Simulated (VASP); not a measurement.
Write the native input for VASP 6.6.1 that does the following.

| Property | Result |
| --- | --- |
| Task | single point |
| Functional | PBEsol |
| Potentials or basis | VASP PAW PBE potentials, release 64 (Fe, Ni) |
| Cutoff | 520 eV |
| k mesh | 11 × 11 × 8 |
| Occupations | gaussian, width 0.1 eV |
| Spin | collinear spin, ferrimagnetic start |
| Starting moments | [1.51, -0.16] μB |
| Fixed moment | 1.2 μB |
| Dipole correction | no |
| Further INCAR settings | ALGO = Normal; EDIFF = 1e-06; NBANDS = 20 |

The structure of FeNi (Tetrataenite) lies in POSCAR:

```
FeNi
1.0
    2.5330000000      0.0000000000      0.0000000000
    0.0000000000      2.5330000000      0.0000000000
    0.0000000000      0.0000000000      3.5820000000
Fe Ni
1 1
Direct
    0.0000000000      0.0000000000      0.0000000000
    0.5000000000      0.5000000000      0.5000000000
```

One way to write it, as run:

INCAR

```
PREC     = Accurate       # precision mode
ENCUT    = 520            # plane-wave cutoff, eV
EDIFF    = 1E-6           # SCF threshold, eV
ISMEAR   = 0              # smearing method
SIGMA    = 0.1            # smearing width, eV
LREAL    = F              # projectors in reciprocal space
LASPH    = T              # aspherical terms in the spheres
NELM     = 150            # most SCF steps
ALGO     = Normal         # electronic algorithm
ISIF     = 2              # what is computed and relaxed
LWAVE    = F              # write WAVECAR
LCHARG   = F              # write CHGCAR
ISPIN    = 2              # spin polarisation
MAGMOM   = 1.51 -0.16     # initial moments
LORBIT   = 11             # projections on sites
NUPDOWN  = 1.2            # fixed moment
LMAXMIX  = 4              # l up to which the mixer works
GGA      = PS             # functional
NBANDS   = 20             # bands
```

KPOINTS

```
regular mesh
0
Gamma
  11 11 8
```

Potentials or basis: VASP PAW PBE potentials, release 64 (Fe, Ni).

The run is started by

```sh
$ cat potpaw_PBE.64/Fe/POTCAR potpaw_PBE.64/Ni/POTCAR > POTCAR
$ mpirun -np 1 vasp_std > vasp.out
```

Results of the run:

```
Pressure                                              : -21.7 GPa
Net moment                                            : 1.20 μB per cell
Site moments                                          : Fe +1.37; Ni -0.16 μB
Valence electrons inside the program's atomic spheres : Fe 7.15; Ni 9.30
```

Caveat: the PAW data sets were made with another functional, which shifts forces and pressure a little; the total moment is fixed, so each spin has its own Fermi level.

It took 53 s on 1 thread of AMD EPYC 9R45 96-Core Processor (Zen 5) (shared host), peak memory 0.17 GiB.
